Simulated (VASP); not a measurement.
BN:

```
B N
1.0
     0.00000    1.80483    1.80483
     1.80483    0.00000    1.80483
     1.80483    1.80483    0.00000
B N
1 1
Direct
  0.00000 0.00000 0.00000
  0.25000 0.25000 0.25000
```

Program: VASP 6.6.1. Alike in all runs: task single point; potentials or basis VASP PAW PBE potentials, release 64 (B, N); no spin polarisation; cell as given; cutoff (eV) 520.

**Question.** Order these runs on this cell by their pressure, lowest first.
A. level r2SCAN; k mesh 12 × 12 × 12; smearing gaussian 0.01 eV
B. level HSE06; k mesh 8 × 8 × 8; smearing gaussian 0.01 eV; grid for exact exchange (PRECFOCK) Normal; screening parameter 0.2079 1/Å
C. level PBE; k mesh 12 × 12 × 12; smearing fermi-dirac 0.02 eV

**Answer.** B (-3.9 GPa), A (1.1 GPa), C (5.0 GPa).

Caveats: the PAW data sets were made with another functional, which shifts forces and pressure a little (some runs).
